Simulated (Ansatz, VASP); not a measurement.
# Si5P: VASP beside Ansatz

```xyz
6
Lattice="2.7788 -3.2640 0.0000 2.7788 3.2640 0.0000 0.0000 0.0000 5.5238" Properties=species:S:1:pos:R:3 pbc="T T T"
Si    1.3894    1.6320    2.7619
Si    1.3894   -1.6320    2.7619
Si    1.3894    1.6320    0.0000
Si    1.3894   -1.6320    0.0000
Si    2.7788    0.0000    2.7619
P     2.7788    0.0000    0.0000
```

Alike in both runs: task relaxation of cell and atoms; functional PBE; k mesh 4 × 4 × 4; occupations gaussian, width 0.1 eV; no spin polarisation.

|  | VASP | Ansatz |
| --- | --- | --- |
| version | VASP 6.6.1 | Ansatz 0.2.0 |
| potentials or method | VASP PAW PBE potentials, release 64 (Si, P), cutoff 600 eV | scalar-relativistic, plane waves, PAW |
| valence electrons in the cell | 25 | 25 |

Ansatz gave:

| Quantity | Value |
| --- | --- |
| gap on the k mesh at the Fermi level, each at its own relaxed structure (eV) | none |
| relaxed volume (Å³/atom) | 17.79 |
| relaxed length of the cell vector where the two differ most in proportion (Å) | 4.887 |

Estimate VASP's values.

gap on the k mesh at the Fermi level, each at its own relaxed structure (eV): none; relaxed volume (Å³/atom): 17.84; relaxed length of the cell vector where the two differ most in proportion (Å): 4.895.

A gap of «none» marks a metal or a gap that the smearing closes.

The k mesh is coarse, so the values compare programs but aren't converged.
